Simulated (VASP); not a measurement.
The system is EuS.

```
Eu S
1.0
     0.00000    2.97850    2.97850
     2.97850    0.00000    2.97850
     2.97850    2.97850    0.00000
Eu S
1 1
Direct
  0.00000 0.00000 0.00000
  0.50000 0.50000 0.50000
```

Base run:

- Program: VASP 6.6.1
- Functional: PBE
- Potentials or basis: VASP PAW PBE potentials, release 64 (Eu, S)
- Cutoff: 600 eV
- k mesh: 7 × 7 × 7
- Occupations: fermi-dirac, width 0.25 eV
- Spin: collinear spin, ferromagnetic start
- Starting moments: [9.1, 0.0] μB
- Hubbard terms: Eu f U = 3.0 eV

Its results: pressure -1.1 GPa; net moment 6.95 μB per cell; site moments Eu +6.62; S -0.07 μB.

**Question.** The run is repeated on the same cell with these changes: occupations from fermi-dirac, width 0.25 eV to fermi-dirac, width 0.1 eV. What comes out?

**Answer.** Pressure -0.6 GPa; net moment 6.99 μB per cell; site moments Eu +6.67; S -0.07 μB.

Caveats: a cell with one magnetic atom can't hold antiferromagnetic order, which such compounds often take.
